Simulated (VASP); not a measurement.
Crystal: Hf.

```xyz
1
Lattice="-1.7682 1.7682 1.7682 1.7682 -1.7682 1.7682 1.7682 1.7682 -1.7682" Properties=species:S:1:pos:R:3 pbc="T T T"
Hf    0.0000    0.0000    0.0000
```

This cell differs from its parent crystal: volume scaled by 0.94.

Base run:

| Quantity | Value |
| --- | --- |
| Program | VASP 6.6.1 |
| Functional | PBEsol |
| Potentials or basis | VASP PAW PBE potentials, release 64 (Hf_pv) |
| Cutoff | 520 eV |
| k mesh | 10 × 10 × 10 |
| Occupations | fermi-dirac, width 0.05 eV |
| Spin | no spin polarisation |

Its results: band gap on the k mesh zero (band 5 reaches 6.01 eV, above the bottom of band 6 at 3.73 eV); pressure -4.0 GPa.

**Question.** The run is repeated on the same cell with these changes: functional from PBEsol to r2SCANh; k mesh from 10 × 10 × 10 to 5 × 5 × 5. What comes out?

**Answer.** Band gap on the k mesh zero (band 5 reaches 6.68 eV, above the bottom of band 6 at 3.53 eV); pressure -2.1 GPa.

Several settings changed at once, so the effect can't be laid on one alone.

Caveats: some runs use coarse meshes; the PAW data sets were made with another functional, which shifts forces and pressure a little; spin-orbit coupling is left out, which moves the levels of the heavy elements.
